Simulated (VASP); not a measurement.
A run of VASP 6.6.1 is set up as follows.

Contents of INCAR:

```
PREC     = Accurate       # precision mode
ENCUT    = 520            # plane-wave cutoff, eV
EDIFF    = 1E-6           # SCF threshold, eV
ISMEAR   = 0              # smearing method
SIGMA    = 0.15           # smearing width, eV
LREAL    = F              # projectors in reciprocal space
LASPH    = T              # aspherical terms in the spheres
NELM     = 80             # most SCF steps
ALGO     = Normal         # electronic algorithm
ISIF     = 2              # what is computed and relaxed
LWAVE    = F              # write WAVECAR
LCHARG   = F              # write CHGCAR
GGA      = PS             # functional
NBANDS   = 15             # bands
```

File KPOINTS:

```
regular mesh
0
Gamma
  18 18 16
```

File POSCAR:

```
TaN
1.0
    2.9673788470      0.0000000000      0.0000000000
   -1.4836894235      2.5189378312      0.0000000000
    0.0000000000      0.0000000000      2.8830000000
Ta N
1 1
Direct
    0.3333333333      0.6666666667      0.5000000000
    0.0000000000      0.0000000000      0.0000000000
```

Potentials or basis: VASP PAW PBE potentials, release 64 (Ta_pv, N).

The run is started by

```sh
$ cat potpaw_PBE.64/Ta_pv/POTCAR potpaw_PBE.64/N/POTCAR > POTCAR
$ mpirun -np 1 vasp_std > vasp.out
```

Task: What does it give for the band gap on the k mesh?

Result: Zero (bands 8 and 9 overlap by 0.32 eV).

Task: Predict the pressure.

Result: -4.0 GPa.

Task: Estimate the largest force.

Result: 0.037 eV/Å.

Forces in eV/Å, atoms in the order of the input:
```
Ta   0.000  0.037  0.000
N    0.000 -0.037  0.000
```

Caveat: the cell differs from its parent crystal (strain +0.0100 x Voigt [1, -1, 0, 0, 0, 0]); the cell stands under tension; the PAW data sets were made with another functional, which shifts forces and pressure a little; spin-orbit coupling is left out, which moves the levels of the heavy elements.
